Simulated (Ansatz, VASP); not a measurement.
## One calculation of Bi3Te2S, two programs

Contents of INCAR:

```
ALGO     = Normal         # electronic algorithm
EDIFF    = 1E-7           # SCF threshold, eV
ENCUT    = 520            # plane-wave cutoff, eV
GGA      = PE             # functional
ISIF     = 2              # what is computed and relaxed
ISMEAR   = 0              # smearing method
LASPH    = True           # aspherical terms in the spheres
LCHARG   = True           # write CHGCAR
LELF     = True           # ELF
LREAL    = False          # projectors in reciprocal space
LVHAR    = True         
LWAVE    = False          # write WAVECAR
NBANDS   = 40             # bands
NELM     = 80             # most SCF steps
PREC     = Accurate       # precision mode
SIGMA    = 0.1            # smearing width, eV
```

The input KPOINTS:

```
k-points
0
Gamma
  3 3 2
```

POSCAR

```
Bi3Te2S
1.0
    5.9117975200      0.0000000000      0.0000000000
   -2.9558987600      5.1197668300      0.0000000000
    0.0000000000      0.0000000000      7.5206153600
Bi Te S
3 2 1
Direct
    0.6838180900      0.0000000000      0.5292175800
    0.0000000000      0.6838180900      0.5292175800
    0.3161819100      0.3161819100      0.5292175800
    0.3333333300      0.6666666700      0.9853102300
    0.6666666700      0.3333333300      0.9853102300
    0.0000000000      0.0000000000      0.0983099700
```

Input for Ansatz:

```yaml
crystal:
  lattice:
    - [5.91179752, 0.0, 0.0]
    - [-2.95589876, 5.11976683, 0.0]
    - [0.0, 0.0, 7.52061536]
  atoms:
    - { symbol: Bi, position: [0.68381809, 0.0, 0.52921758] }
    - { symbol: Bi, position: [0.0, 0.68381809, 0.52921758] }
    - { symbol: Bi, position: [0.31618191, 0.31618191, 0.52921758] }
    - { symbol: Te, position: [0.33333333, 0.66666667, 0.98531023] }
    - { symbol: Te, position: [0.66666667, 0.33333333, 0.98531023] }
    - { symbol: S, position: [0.0, 0.0, 0.09830997] }
basis:
  ecutwfc: 420
kpoints:
  mp_grid: { grid: [3, 3, 2] }
hamiltonian:
  xc: pbe
scf:
  occupations: { method: gaussian, width: 0.1 }
  lower_state_search: "off"
output:
  forces: true
  stress: true
  eigenvalues: true
```

Alike in both runs: task single point; functional PBE; k mesh 3 × 3 × 2; occupations gaussian, width 0.1 eV; no spin polarisation.

```csv
,VASP,Ansatz
version,VASP 6.6.1,Ansatz 0.2.0
potentials or method,"VASP PAW PBE potentials, release 64 (Bi_d, Te, S), cutoff 520 eV","scalar-relativistic, plane waves, PAW"
valence electrons in the cell,63,83
```

VASP gave:

```
gap on the k mesh at the Fermi level (eV)                     : none
pressure (GPa)                                                : -5.5
traceless stress, the component that is largest in VASP (GPa) : -0.52
rms of the force components (eV/Å)                            : 0.166
```

**Question.** Estimate Ansatz's values.

**Answer.** gap on the k mesh at the Fermi level (eV): none; pressure (GPa): -5.5; traceless stress, the component that is largest in VASP (GPa): -0.53; rms of the force components (eV/Å): 0.167.

Atom by atom the forces differ by 0.001 eV/Å (rms over components). A gap of «none» marks a metal or a gap that the smearing closes. The functional is the same, so the differences come from potentials, cutoffs and numerics. VASP's potentials hold 63 valence electrons a cell and Ansatz's 83, so a difference there can come from the potentials and not from the codes.

The k mesh is coarse, so the values compare programs but aren't converged. Spin-orbit coupling is off throughout.
